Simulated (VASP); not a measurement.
# As (Pm-3m) in VASP: a series of runs

The runs below take As through single point, with LDA, PBEsol, HSE06.

Program: VASP 6.6.1. These are calculated values, not measurements. Logs are shortened: lines on timing, memory, paths and dates and some standing lists are left out, and cuts for length are marked.

**1. The cell of the first run**

Symmetry: Pm-3m, No. 221, cubic system. The conventional cell has a = 2.704 Å, b = 2.704 Å, c = 2.704 Å, α = 90.00°, β = 90.00°, γ = 90.00°. Within 3.6 Å of As (site symmetry m-3m) lie 6 As at 2.70 Å.

**2. Single point, LDA**

Contents of INCAR:

```
SYSTEM = As
ALGO = Normal
EDIFF = 1E-7
ENCUT = 520
GGA = CA
ISIF = 2
ISMEAR = -1
LASPH = .TRUE.
LCHARG = .TRUE.
LELF = .TRUE.
LREAL = .FALSE.
LVHAR = .TRUE.
LWAVE = .FALSE.
NBANDS = 8
NELM = 60
PREC = Accurate
SIGMA = 0.05
```

Contents of KPOINTS:

```
k-points
0
G
  6 6 6
  0 0 0
```

Contents of POSCAR:

```
As
1.0
    2.7036817444      0.0000000000      0.0000000000
    0.0000000000      2.7036817444      0.0000000000
    0.0000000000      0.0000000000      2.7036817444
As
1
Direct
    0.5000000000      0.5000000000      0.5000000000
```

Potentials or basis: VASP PAW LDA potentials, release 64 (As).

Command:

```
$ cat potpaw_LDA.64/As/POTCAR > POTCAR
$ mpirun -np 1 vasp_std > vasp.out
```

OUTCAR:

```text
SYSTEM = As
   EDIFF = 1E-7
   ENCUT = 520
   GGA = CA
   ISIF = 2
   ISMEAR = -1
   LASPH = .TRUE.
   LREAL = .FALSE.
   NELM = 60
   PREC = Accurate

 ion  position               nearest neighbor table
   1  0.500  0.500  0.500-

  LATTYP: Found a simple cubic cell.
 ALAT       =     2.7036817444

  Lattice vectors:

 A1 = (   2.7036817444,   0.0000000000,   0.0000000000)
 A2 = (   0.0000000000,   2.7036817444,   0.0000000000)
 A3 = (   0.0000000000,   0.0000000000,   2.7036817444)

Analysis of symmetry for initial positions (statically):
=====================================================================
 Subroutine PRICEL returns:
 Original cell was already a primitive cell.

 Routine SETGRP: Setting up the symmetry group for a
 simple cubic supercell.

 Subroutine GETGRP returns: Found 48 space group operations
[... 9 lines left out ...]

 Routine SETGRP: Setting up the symmetry group for a
 simple cubic supercell.

 Subroutine GETGRP returns: Found 48 space group operations
[... 11 lines left out ...]
                                     Primitive cell

  volume of cell :      19.7636

  direct lattice vectors                    reciprocal lattice vectors
     2.703681744  0.000000000  0.000000000     0.369866018  0.000000000  0.000000000
     0.000000000  2.703681744  0.000000000     0.000000000  0.369866018  0.000000000
     0.000000000  0.000000000  2.703681744     0.000000000  0.000000000  0.369866018

  length of vectors
     2.703681744  2.703681744  2.703681744     0.369866018  0.369866018  0.369866018

  position of ions in fractional coordinates (direct lattice)
     0.500000000  0.500000000  0.500000000

  ion indices of the primitive-cell ions
   primitive index   ion index
                 1           1

----------------------------------------------------------------------------------------

 KPOINTS: k-points

Automatic generation of k-mesh.
 Grid dimensions read from file:
 generate k-points for:    6    6    6

 Generating k-lattice:

  Cartesian coordinates                     Fractional coordinates (reciprocal lattice)
     0.061644336  0.000000000  0.000000000     0.166666667  0.000000000  0.000000000
     0.000000000  0.061644336  0.000000000     0.000000000  0.166666667  0.000000000
     0.000000000  0.000000000  0.061644336     0.000000000  0.000000000  0.166666667

  Length of vectors
     0.061644336  0.061644336  0.061644336

  Shift w.r.t. Gamma in fractional coordinates (k-lattice)
     0.000000000  0.000000000  0.000000000

 Subroutine IBZKPT returns following result:
 ===========================================

 Found     20 irreducible k-points:

 Following reciprocal coordinates:
            Coordinates               Weight
  0.000000  0.000000  0.000000      1.000000
  0.166667  0.000000  0.000000      6.000000
  0.333333  0.000000  0.000000      6.000000
  0.500000  0.000000  0.000000      3.000000
  0.166667  0.166667  0.000000     12.000000
  0.333333  0.166667  0.000000     24.000000
[... 12 lines left out ...]
  0.500000  0.500000  0.333333      6.000000
  0.500000  0.500000  0.500000      1.000000
   k-points           NKPTS =     20   k-points in BZ     NKDIM =     20   number of bands    NBANDS=      8
   number of dos      NEDOS =    301   number of ions     NIONS =      1
   total plane-waves  NPLWV =   8000
   dimension x,y,z NGX =    20 NGY =   20 NGZ =   20
   dimension x,y,z NGXF=    40 NGYF=   40 NGZF=   40
   ions per type =               1
   NGX,Y,Z   is equivalent  to a cutoff of  12.30, 12.30, 12.30 a.u.
   NGXF,Y,Z  is equivalent  to a cutoff of  24.60, 24.60, 24.60 a.u.
 SYSTEM =  As
   PREC   = accura    normal or accurate (medium, high low for compatibility)
   ISTART =      0    job   : 0-new  1-cont  2-samecut
   ICHARG =      2    charge: 1-file 2-atom 10-const
   ISPIN  =      1    spin polarized calculation?
   LNONCOLLINEAR =      F non collinear calculations
   LSORBIT =      F    spin-orbit coupling
   LASPH  =      T    aspherical Exc in radial PAW
   ENCUT  =  520.0 eV  38.22 Ry    6.18 a.u.   5.03  5.03  5.03*2*pi/ulx,y,z
   NELM   =     60;   NELMIN=  2; NELMDL= -5     # of ELM steps
   EDIFF  = 0.1E-06   stopping-criterion for ELM
   LREAL  =      F    real-space projection
   EDIFFG = 0.1E-05   stopping-criterion for IOM
   NSW    =      0    number of steps for IOM
   IBRION =     -1    ionic relax: 0-MD 1-quasi-New 2-CG
   NFREE  =      0    steps in history (QN), initial steepest desc. (CG)
   ISIF   =      2    stress and relaxation
   ISYM   =      2    0-nonsym 1-usesym 2-fastsym
   POTIM  = 0.5000    time-step for ionic-motion
   TEBEG  =    0.0;   TEEND  =   0.0 temperature during run
   PSTRESS=    0.0 pullay stress
   NELECT =       5.0000    total number of electrons
   NUPDOWN=      -1.0000    fix difference up-down
   EMIN   =  10.00;   EMAX   =-10.00  energy-range for DOS
[... 5 lines left out ...]
     AMIX     =   0.40;   BMIX     =  1.00
     AMIX_MAG =   1.60;   BMIX_MAG =  1.00
  volume/ion in A,a.u.               =      19.76       133.37
  Fermi-wavevector in a.u.,A,eV,Ry     =   1.035403  1.956627 14.586243  1.072059
  Thomas-Fermi vector in A             =   2.169744
   LORBIT       =      0    0 simple, 1 ext, 2 COOP (PROOUT), +10 PAW based schemes
   GGA     = CA    functional components
   LHFCALC =     F    Hartree Fock is set to
   AEXX    =    0.0000 exact exchange contribution
   IVDW    =     0    specifies the selected vdW correction
   LEPSILON=     F    determine dielectric tensor
   LRPA    =     F    only Hartree local field effects (RPA)
 non-spin polarized calculation
  energy-cutoff  :      520.00
  volume of cell :       19.76
 maximum number of plane-waves:       554
   NGX = 11   NGY = 11   NGZ = 11

 number of electron       5.0000001 magnetization

 Free energy of the ion-electron system (eV)
  ---------------------------------------------------
  ext. energy  EPLUGINS =         0.00000000
  ---------------------------------------------------
  free energy    TOTEN  =        -5.34278504 eV

  energy without entropy =       -5.33657621  energy(sigma->0) =       -5.33968062

 E-fermi :   6.2870     XC(G=0): -10.5873

 val. band max:        6.2292880773   @ k =   0.1667   0.1667   0.0000
 cond. band min:       6.3446350420   @ k =   0.5000   0.3333   0.3333
 fundamental gap:      0.1153469647
 Fermi energy:         6.2870009714

 k-point     1 :       0.0000    0.0000    0.0000
  band No.  band energies     occupation
      1      -9.0374      2.00000
      2      10.0493      0.00000
      3      10.0493      0.00000
      4      10.0493      0.00000
      5      14.5293      0.00000
      6      14.5293      0.00000
      7      16.3607      0.00000
      8      30.8506      0.00000

 k-point     2 :       0.1667    0.0000    0.0000
  band No.  band energies     occupation
      1      -8.5314      2.00000
      2       5.9828      1.99545
      3      10.4863      0.00000
      4      10.4863      0.00000
      5      14.9826      0.00000
      6      16.1909      0.00000
      7      20.0567      0.00000
      8      26.5368      0.00000

 k-point     3 :       0.3333    0.0000    0.0000
  band No.  band energies     occupation
      1      -7.1298      2.00000
      2       1.3574      2.00000
      3      11.5772      0.00000
      4      11.5772      0.00000
      5      16.2131      0.00000
      6      17.7800      0.00000
      7      22.4657      0.00000
      8      22.4657      0.00000

 k-point     4 :       0.5000    0.0000    0.0000
  band No.  band energies     occupation
      1      -5.9077      2.00000
      2      -0.9808      2.00000
      3      12.3192      0.00000
      4      12.3192      0.00000
      5      17.2224      0.00000
      6      19.9678      0.00000
      7      20.6948      0.00000
      8      20.7171      0.00000

 k-point     5 :       0.1667    0.1667    0.0000
  band No.  band energies     occupation
      1      -8.0255      2.00000
      2       6.2293      1.52058
      3       6.6932      0.00059
      4      10.9213      0.00000
      5      16.0343      0.00000
      6      19.8611      0.00000
      7      20.2355      0.00000
      8      23.0195      0.00000

 k-point     6 :       0.3333    0.1667    0.0000
  band No.  band energies     occupation
      1      -6.6233      2.00000
      2       1.8329      2.00000
      3       7.7110      0.00000
      4      12.0051      0.00000
      5      16.5676      0.00000
      6      17.8854      0.00000
      7      22.1387      0.00000
      8      22.9028      0.00000

 k-point     7 :       0.5000    0.1667    0.0000
  band No.  band energies     occupation
      1      -5.3982      2.00000
      2      -0.5026      2.00000
      3       8.6444      0.00000
      4      12.7399      0.00000
      5      14.9441      0.00000
      6      19.0364      0.00000
      7      21.1731      0.00000
      8      21.7544      0.00000
[... 89 lines left out ...]
 k-point    16 :       0.5000    0.5000    0.1667
  band No.  band energies     occupation
      1      -2.1329      2.00000
      2       2.1502      2.00000
      3       2.1502      2.00000
      4       8.9580      0.00000
      5      11.2296      0.00000
      6      18.1661      0.00000
      7      18.1661      0.00000
      8      22.7847      0.00000

 k-point    17 :       0.3333    0.3333    0.3333
  band No.  band energies     occupation
      1      -3.2862      2.00000
      2       4.4765      2.00000
      3       4.4765      2.00000
      4       5.6119      2.00000
      5      13.7035      0.00000
      6      14.8767      0.00000
      7      14.8767      0.00000
      8      22.6396      0.00000

 k-point    18 :       0.5000    0.3333    0.3333
  band No.  band energies     occupation
      1      -2.0033      2.00000
      2       2.4247      2.00000
      3       5.3016      2.00000
      4       6.3446      0.48000
      5      11.9329      0.00000
      6      12.9850      0.00000
      7      15.7294      0.00000
      8      20.3688      0.00000

 k-point    19 :       0.5000    0.5000    0.3333
  band No.  band energies     occupation
      1      -0.6294      2.00000
      2       3.3091      2.00000
      3       3.3091      2.00000
      4       6.7556      0.00017
      5      10.4399      0.00000
      6      13.8078      0.00000
      7      13.8078      0.00000
      8      17.9757      0.00000

 k-point    20 :       0.5000    0.5000    0.5000
  band No.  band energies     occupation
      1       0.9237      2.00000
      2       4.1304      2.00000
      3       4.1304      2.00000
      4       4.1304      2.00000
      5      11.9158      0.00000
      6      11.9158      0.00000
      7      11.9158      0.00000
      8      15.3889      0.00000

------------------------ aborting loop because EDIFF is reached ----------------------------------------

  FORCE on cell =-STRESS in cart. coord.  units (eV):
  Direction    XX          YY          ZZ          XY          YZ          ZX
  --------------------------------------------------------------------------------------
  -------------------------------------------------------------------------------------
  Total       -0.2595591     -0.2595591     -0.2595591     -0.0000000      0.0000000     -0.0000000
  in kB      -21.0416705    -21.0416705    -21.0416705     -0.0000000      0.0000000     -0.0000000
  external PRESSURE =     -21.0416705 kB  Pullay stress =       0.0000000 kB

 VOLUME and BASIS-vectors are now :
 -----------------------------------------------------------------------------
  energy-cutoff  :      520.00
  volume of cell :       19.76
      direct lattice vectors                 reciprocal lattice vectors
     2.703681744  0.000000000  0.000000000     0.369866018  0.000000000  0.000000000
     0.000000000  2.703681744  0.000000000     0.000000000  0.369866018  0.000000000
     0.000000000  0.000000000  2.703681744     0.000000000  0.000000000  0.369866018

 POSITION                                       TOTAL-FORCE (eV/Angst)
 -----------------------------------------------------------------------------------
      1.35184      1.35184      1.35184         0.000000      0.000000      0.000000
 -----------------------------------------------------------------------------------
    total drift:                                0.000000      0.000000      0.000000

  FREE ENERGIE OF THE ION-ELECTRON SYSTEM (eV)
  ---------------------------------------------------
  free  energy   TOTEN  =        -5.3427850420 eV

  energy  without entropy=       -5.3365762067  energy(sigma->0) =       -5.33968062
```

Run time: 2.4 s. Hardware: 1 thread of Intel Xeon Platinum 8488C (Sapphire Rapids), shared host; peak memory 0.11 GiB.

Results:

| Item | Value |
| --- | --- |
| Free energy | -5.3428 eV |
| Pressure | -2.1 GPa |

Caveat: the k points lie up to 0.39 Å⁻¹ apart.

**3. Single point, PBEsol**

Contents of INCAR:

```
SYSTEM = As
PREC = Accurate ; ENCUT = 520
EDIFF = 1E-6 ; ISMEAR = -1
SIGMA = 0.05 ; LREAL = .FALSE.
LASPH = .TRUE. ; NELM = 60
ALGO = Normal ; ISIF = 2
LWAVE = .FALSE. ; LCHARG = .FALSE.
GGA = PS ; NBANDS = 8
```

Contents of KPOINTS:

```
Automatic mesh
0
G
  6 6 6
  0 0 0
```

POSCAR is that of step 2.

Potentials or basis: VASP PAW PBE potentials, release 64 (As).

Command:

```
$ cat potpaw_PBE.64/As/POTCAR > POTCAR
$ mpirun -np 1 vasp_std > vasp.out
```

OUTCAR:

```text
SYSTEM = As
   PREC = Accurate
   ENCUT = 520
   EDIFF = 1E-6
   ISMEAR = -1
   LREAL = .FALSE.
   LASPH = .TRUE.
   NELM = 60
   ISIF = 2
   GGA = PS

 ion  position               nearest neighbor table
   1  0.500  0.500  0.500-

  LATTYP: Found a simple cubic cell.
 ALAT       =     2.7036817444

  Lattice vectors:

 A1 = (   2.7036817444,   0.0000000000,   0.0000000000)
 A2 = (   0.0000000000,   2.7036817444,   0.0000000000)
 A3 = (   0.0000000000,   0.0000000000,   2.7036817444)
[... 390 lines left out ...]
      6      11.6999      0.00000
      7      11.6999      0.00000
      8      15.1694      0.00000

------------------------ aborting loop because EDIFF is reached ----------------------------------------

  FORCE on cell =-STRESS in cart. coord.  units (eV):
  Direction    XX          YY          ZZ          XY          YZ          ZX
  --------------------------------------------------------------------------------------
  -------------------------------------------------------------------------------------
  Total       -0.0896855     -0.0896855     -0.0896855     -0.0000000     -0.0000000     -0.0000000
  in kB       -7.2705320     -7.2705320     -7.2705320     -0.0000000     -0.0000000     -0.0000000
  external PRESSURE =      -7.2705320 kB  Pullay stress =       0.0000000 kB

 VOLUME and BASIS-vectors are now :
 -----------------------------------------------------------------------------
  energy-cutoff  :      520.00
  volume of cell :       19.76
      direct lattice vectors                 reciprocal lattice vectors
     2.703681744  0.000000000  0.000000000     0.369866018  0.000000000  0.000000000
     0.000000000  2.703681744  0.000000000     0.000000000  0.369866018  0.000000000
     0.000000000  0.000000000  2.703681744     0.000000000  0.000000000  0.369866018

 POSITION                                       TOTAL-FORCE (eV/Angst)
 -----------------------------------------------------------------------------------
      1.35184      1.35184      1.35184         0.000000      0.000000      0.000000
 -----------------------------------------------------------------------------------
    total drift:                                0.000000      0.000000      0.000000

  FREE ENERGIE OF THE ION-ELECTRON SYSTEM (eV)
  ---------------------------------------------------
  free  energy   TOTEN  =        -5.0585985145 eV

  energy  without entropy=       -5.0534756863  energy(sigma->0) =       -5.05603710
```

stdout:

```text
POSCAR found type information on POSCAR As
 POSCAR found :  1 types and       1 ions
 scaLAPACK will be used
 -----------------------------------------------------------------------------
|                                                                             |
|                                                                             |
|     You enforced a specific xc type in the INCAR file but a different       |
|     I HOPE YOU KNOW WHAT YOU ARE DOING!                                     |
|                                                                             |
 -----------------------------------------------------------------------------

 LDA part: xc-table for (Slater+PW92), standard interpolation
 POSCAR, INCAR and KPOINTS ok, starting setup
 FFT: planning ... GRIDC
 FFT: planning ... GRID_SOFT
 FFT: planning ... GRID
 WAVECAR not read
 entering main loop
```

Wall time 2.5 s (1 thread of Intel Xeon Platinum 8488C (Sapphire Rapids), shared host); peak memory 0.11 GiB.

What came out:

| Property | Result |
| --- | --- |
| Free energy | -5.0586 eV |
| Pressure | -0.7 GPa |

Caveat: the k points lie up to 0.39 Å⁻¹ apart; the PAW data sets were made with another functional, which shifts forces and pressure a little.

**4. Single point, HSE06**

POSCAR is that of step 3.

Contents of INCAR.step1:

```
ALGO     = Normal         # electronic algorithm
EDIFF    = 1E-5           # SCF threshold, eV
ENCUT    = 520            # plane-wave cutoff, eV
GGA      = PE             # functional
ISIF     = 2              # what is computed and relaxed
ISMEAR   = -1             # smearing method
LASPH    = True           # aspherical terms in the spheres
LCHARG   = False          # write CHGCAR
LREAL    = False          # projectors in reciprocal space
LWAVE    = True           # write WAVECAR
NBANDS   = 8              # bands
NELM     = 60             # most SCF steps
PREC     = Accurate       # precision mode
SIGMA    = 0.05           # smearing width, eV
```

Contents of INCAR.step2:

```
ALGO     = Normal         # electronic algorithm
EDIFF    = 1E-6           # SCF threshold, eV
ENCUT    = 520            # plane-wave cutoff, eV
GGA      = PE             # functional
HFSCREEN = 0.2079         # screening, 1/A
ISIF     = 2              # what is computed and relaxed
ISMEAR   = -1             # smearing method
ISTART   = 1            
LASPH    = True           # aspherical terms in the spheres
LCHARG   = False          # write CHGCAR
LHFCALC  = True           # exact exchange
LREAL    = False          # projectors in reciprocal space
LWAVE    = False          # write WAVECAR
NBANDS   = 8              # bands
NELM     = 60             # most SCF steps
PREC     = Accurate       # precision mode
PRECFOCK = Normal       
SIGMA    = 0.05           # smearing width, eV
```

Contents of KPOINTS:

```
k-points
0
Gamma
  6 6 6
```

Command:

```
$ cat potpaw_PBE.64/As/POTCAR > POTCAR
$ cp INCAR.step1 INCAR
$ mpirun -np 1 vasp_std > vasp.out
$ cp INCAR.step2 INCAR
$ mpirun -np 1 vasp_std > vasp.out
```

Wall time 2 min (1 thread of Intel Xeon Platinum 8488C (Sapphire Rapids), shared host); peak memory 0.22 GiB.

Results (log left out):

| Item | Value |
| --- | --- |
| Free energy | -5.4617 eV |
| Pressure | -1.6 GPa |

Levels at points of the mesh, in eV from the Fermi level:
```tsv
k point	band 1	band 2	band 3	band 4	band 5
(0.00, 0.00, 0.00)	-17.20	4.30	4.30	4.30	8.59
(0.50, 0.00, 0.00)	-13.68	-8.32	6.84	6.84	11.44
(0.50, 0.50, 0.00)	-9.97	-5.36	-5.36	2.37	9.19
(0.50, 0.50, 0.50)	-5.70	-2.64	-2.64	-2.64	5.98
```

Caveat: the k points lie up to 0.39 Å⁻¹ apart; the PAW data sets were made with another functional, which shifts forces and pressure a little.

**5. Overview**

| level | potentials or basis | grid for exact exchange (PRECFOCK) | screening parameter | gap on the mesh (eV) | pressure (GPa) |
| --- | --- | --- | --- | --- | --- |
| LDA | VASP PAW LDA potentials, release 64 (As) | - | - | none | -2.1 |
| PBEsol | VASP PAW PBE potentials, release 64 (As) | - | - | none | -0.7 |
| HSE06 | VASP PAW PBE potentials, release 64 (As) | Normal | 0.2079 1/Å | none | -1.6 |

Alike in all rows: task single point; no spin polarisation; cell as given; k mesh 6 × 6 × 6; cutoff (eV) 520; smearing fermi-dirac 0.05 eV.

Caveats: all runs use coarse meshes; the PAW data sets were made with another functional, which shifts forces and pressure a little (some runs).

Absolute energies hang on the potentials; compare differences alone.
